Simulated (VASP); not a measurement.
Set up this calculation in VASP 6.6.1, as the native input.

```yaml
Task: relaxation of cell and atoms
Functional: PBE
Dispersion: D3(BJ)
Potentials_or_basis: VASP PAW PBE potentials, release 64 (Ca_sv)
Cutoff: 600 eV
k_mesh: 14 × 14 × 14
Occupations: gaussian, width 0.1 eV
Spin: no spin polarisation
Dipole_correction: no
Further_INCAR_settings: ALGO = Normal; EDIFF = 1e-06; IBRION = 2; EDIFFG = -0.005; NSW = 70; ISIF = 3
```

The structure of Ca lies in POSCAR:

```
Ca
1.0
    0.0000000000      2.7623960552      2.7623960552
    2.7623960552      0.0000000000      2.7623960552
    2.7623960552      2.7623960552      0.0000000000
Ca
1
Direct
    0.0000000000      0.0000000000      0.0000000000
```

The input as run:

INCAR

```
  PREC = Accurate
  ENCUT = 600
  EDIFF = 1E-6
  ISMEAR = 0
  SIGMA = 0.1
  LREAL = False
  LASPH = True
  NELM = 100
  ALGO = Normal
  ISIF = 3
  LWAVE = False
  LCHARG = False
  GGA = PE
  IVDW = 12
  IBRION = 2
  NSW = 70
  EDIFFG = -0.005
```

KPOINTS

```
regular mesh
0
Gamma
  14 14 14
```

Potentials or basis: VASP PAW PBE potentials, release 64 (Ca_sv).

Run with:

```sh
$ cat potpaw_PBE.64/Ca_sv/POTCAR > POTCAR
$ mpirun -np 1 vasp_std > vasp.out
```

Results of the run:

- Relaxed volume: 40.17 Å³/atom
- Relaxed cell: a = 3.844 Å, b = 3.844 Å, c = 3.844 Å, α = 60.00°, β = 60.00°, γ = 60.00°
- Space group after relaxing (to 0.05 Å): Fm-3m (No. 225)
- Energy gained by relaxing: 5.0 meV/atom
- Ionic steps: 3
- Pressure after relaxing: 0.0 GPa
- Band gap on the k mesh: zero (band 5 reaches 2.28 eV, above the bottom of band 6 at 2.04 eV)
- Dispersion energy per atom: -0.241 eV

Caveat: pairwise dispersion overbinds metals, which lowers pressure and volume.

Run time: 47 s on 1 thread of Intel(R) Xeon(R) Platinum 8488C (Sapphire Rapids) (shared host), peak memory 0.22 GiB.
